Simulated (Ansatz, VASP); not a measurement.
## Two plane-wave programs on CdF2

```
Cd F
1.0
     0.00000    2.74068    2.74068
     2.74068    0.00000    2.74068
     2.74068    2.74068    0.00000
Cd F
1 2
Direct
  0.50000 0.50000 0.50000
  0.25000 0.25000 0.25000
  0.75000 0.75000 0.75000
```

Change from the starting cell: ordered vacancies on the cation sites of rock salt (Pmmn, No. 59).

Alike in both runs: functional PBE; k mesh 8 × 8 × 8; occupations gaussian, width 0.02 eV; no spin polarisation.

Ansatz relaxed the structure, and its values are those at the end. VASP's run is a single point on that final structure, the one shown.

|  | VASP | Ansatz |
| --- | --- | --- |
| version | VASP 6.6.1 | Ansatz 0.2.0 |
| potentials or method | VASP PAW PBE potentials, release 64 (Cd, F), cutoff 520 eV | scalar-relativistic, plane waves, PAW |
| valence electrons in the cell | 26 | 34 |

Ansatz gave:

| Quantity | Value |
| --- | --- |
| gap on the k mesh at the Fermi level (eV) | 2.92 |
| least direct gap on the mesh (eV) | 3.47 |
| pressure (GPa) | 0.0 |

Q: What did VASP give for the same quantities?

A: gap on the k mesh at the Fermi level (eV): 2.89; least direct gap on the mesh (eV): 3.44; pressure (GPa): 0.5.

The functional is the same, so the differences come from potentials, cutoffs and numerics. VASP's potentials hold 26 valence electrons a cell and Ansatz's 34, so a difference there can come from the potentials and not from the codes.
